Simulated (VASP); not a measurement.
Here is a VASP 6.6.1 calculation.

The input INCAR:

```
SYSTEM = AlNi
ALGO = Fast
EDIFF = 1E-7
ENCUT = 520
GGA = PE
ISIF = 2
ISMEAR = 0
LASPH = .TRUE.
LCHARG = .FALSE.
LREAL = .FALSE.
LWAVE = .FALSE.
NBANDS = 14
NELM = 60
PREC = Accurate
SIGMA = 0.15
```

Contents of KPOINTS:

```
k-points
0
G
  16 16 16
  0 0 0
```

POSCAR

```
AlNi
1.0
    1.8179426107     -1.8179125270      0.0000000000
    1.8179426107      1.8179125270      0.0000000000
    0.0000000000      0.0000000000      2.9004437058
Al Ni
1 1
Direct
    0.0000000000      0.0000000000      0.0000000000
    0.5000000000      0.5000000000      0.5000000000
```

Potentials or basis: VASP PAW PBE potentials, release 64 (Al, Ni).

Launch:

```sh
$ cat potpaw_PBE.64/Al/POTCAR potpaw_PBE.64/Ni/POTCAR > POTCAR
$ mpirun -np 1 vasp_std > vasp.out
```

Problem. Predict the pressure.

Solution. 62.5 GPa.

Problem. What does it give for the band gap on the k mesh?

Solution. Zero (an odd number of electrons rules out a gap without spin polarisation).

Stress tensor (GPa, compression positive):
```
66.13  0.00  0.00
 0.00 66.14  0.00
 0.00  0.00 55.18
```

Caveat: the cell differs from its parent crystal (normal strain along x -0.1100, normal strain along y -0.1100); the stress differs along the axes, from 55 to 66 GPa. Spin polarisation is off, so any magnetic state and its effect on volume and gap are missing.
